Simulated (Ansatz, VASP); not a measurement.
One calculation of Sn, two programs

Contents of POSCAR:

```
Sn
1.0
    0.0000000000      3.3157206736      3.3157206736
    3.3157206736      0.0000000000      3.3157206736
    3.3157206736      3.3157206736      0.0000000000
Sn
2
Direct
    0.0000000000      0.0000000000      0.0000000000
    0.2500000000      0.2500000000      0.2500000000
```

File INCAR.step1:

```
PREC = Accurate
ENCUT = 520
ISMEAR = 0
SIGMA = 0.1
LREAL = False
LASPH = True
NELM = 80
NBANDS = 21
GGA = PE
ALGO = Normal
EDIFF = 1E-4
LWAVE = True
LCHARG = False
```

INCAR.step2

```
PREC = Accurate
ENCUT = 520
EDIFF = 1E-7
ISMEAR = 0
SIGMA = 0.1
LREAL = False
LASPH = True
NELM = 80
ALGO = Normal
ISIF = 2
LWAVE = False
LCHARG = True
METAGGA = R2SCAN
LMIXTAU = True
LELF = True
LVHAR = True
NBANDS = 21
ISTART = 1
```

File KPOINTS:

```
Automatic mesh
0
Gamma
  12 12 12
```

Input for Ansatz:

```yaml
crystal:
  lattice:
    - [0.0, 3.3157206736, 3.3157206736]
    - [3.3157206736, 0.0, 3.3157206736]
    - [3.3157206736, 3.3157206736, 0.0]
  atoms:
    - { symbol: Sn, position: [0.0, 0.0, 0.0] }
    - { symbol: Sn, position: [0.25, 0.25, 0.25] }
basis:
  ecutwfc: 500
kpoints:
  mp_grid: { grid: [12, 12, 12] }
hamiltonian:
  xc: r2scan
scf:
  occupations: { method: gaussian, width: 0.1 }
output:
  forces: true
  stress: true
  eigenvalues: true
```

Alike in both runs: task single point; functional r2SCAN; k mesh 12 × 12 × 12; occupations gaussian, width 0.1 eV; no spin polarisation.

|  | VASP | Ansatz |
| --- | --- | --- |
| version | VASP 6.6.1 | Ansatz 0.2.0 |
| potentials or method | VASP PAW PBE potentials, release 64 (Sn_d), cutoff 520 eV | scalar-relativistic, plane waves, PAW |
| valence electrons in the cell | 28 | 28 |

|  | VASP | Ansatz | Ansatz less VASP |
| --- | --- | --- | --- |
| gap on the k mesh at the Fermi level (eV) | none | none | - |
| pressure (GPa) | -1.2 | -1.2 | +0.03 |

VASP's potentials were made for PBE, not for r2SCAN. A gap of «none» marks a metal or a gap that the smearing closes. The functional is the same, so the differences come from potentials, cutoffs and numerics.
